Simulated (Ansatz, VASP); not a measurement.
# Two plane-wave programs on Mg2Ti3O3

The input INCAR:

```
SYSTEM = Mg2Ti3O3
PREC = Accurate ; ENCUT = 520
EDIFF = 1E-7 ; ISMEAR = 0
SIGMA = 0.2 ; LREAL = .FALSE.
LASPH = .TRUE. ; NELM = 80
ALGO = Normal ; ISIF = 2
LWAVE = .FALSE. ; LCHARG = .FALSE.
GGA = PE ; NBANDS = 39
```

KPOINTS

```
regular mesh
0
G
  8 4 4
  0 0 0
```

The input POSCAR:

```
Mg2Ti3O3
1.0
    2.8467640396      0.0004138463      0.0011433294
    1.2312794709      5.1200467709      0.0022917315
    0.6542980221      2.3321445790      7.2993926297
Mg Ti O
2 3 3
Direct
    0.4524453123      0.8747273574      0.0777059892
    0.5761439505      0.2719078589      0.2552859581
    0.9323959398      0.9849608929      0.7153892369
    0.1110670527      0.7011576311      0.4634935416
    0.1726220549      0.4186361115      0.8219062694
    0.7197779441      0.4146504755      0.6218683595
    0.5415781445      0.6893691494      0.8686118613
    0.4939696011      0.9779238562      0.5090721177
```

Input for Ansatz:

```yaml
crystal:
  lattice:
    - [2.8467640396, 0.0004138463, 0.0011433294]
    - [1.2312794709, 5.1200467709, 0.0022917315]
    - [0.6542980221, 2.332144579, 7.2993926297]
  atoms:
    - { symbol: Mg, position: [0.4524453123, 0.8747273574, 0.0777059892] }
    - { symbol: Mg, position: [0.5761439505, 0.2719078589, 0.2552859581] }
    - { symbol: Ti, position: [0.9323959398, 0.9849608929, 0.7153892369] }
    - { symbol: Ti, position: [0.1110670527, 0.7011576311, 0.4634935416] }
    - { symbol: Ti, position: [0.1726220549, 0.4186361115, 0.8219062694] }
    - { symbol: O, position: [0.7197779441, 0.4146504755, 0.6218683595] }
    - { symbol: O, position: [0.5415781445, 0.6893691494, 0.8686118613] }
    - { symbol: O, position: [0.4939696011, 0.9779238562, 0.5090721177] }
basis:
  ecutwfc: 420
kpoints:
  mp_grid: { grid: [8, 4, 4] }
hamiltonian:
  xc: pbe
scf:
  occupations: { method: gaussian, width: 0.2 }
  lower_state_search: "off"
output:
  forces: true
  stress: true
  eigenvalues: true
```

Alike in both runs: task single point; functional PBE; k mesh 8 × 4 × 4; occupations gaussian, width 0.2 eV; no spin polarisation.

|  | VASP | Ansatz |
| --- | --- | --- |
| version | VASP 6.6.1 | Ansatz 0.2.0 |
| potentials or method | VASP PAW PBE potentials, release 64 (Mg, Ti_sv, O), cutoff 520 eV | scalar-relativistic, plane waves, PAW |
| valence electrons in the cell | 58 | 74 |

|  | VASP | Ansatz | Ansatz less VASP |
| --- | --- | --- | --- |
| gap on the k mesh at the Fermi level (eV) | none | none | - |
| pressure (GPa) | 0.2 | 0.0 | -0.19 |
| traceless stress, the component that is largest in VASP (GPa) | 0.08 | 0.09 | +0.009 |
| rms of the force components (eV/Å) | 0.024 | 0.008 | -0.0168 |

Atom by atom the forces differ by 0.021 eV/Å (rms over components). A gap of «none» marks a metal or a gap that the smearing closes. VASP's potentials hold 58 valence electrons a cell and Ansatz's 74, so a difference there can come from the potentials and not from the codes.
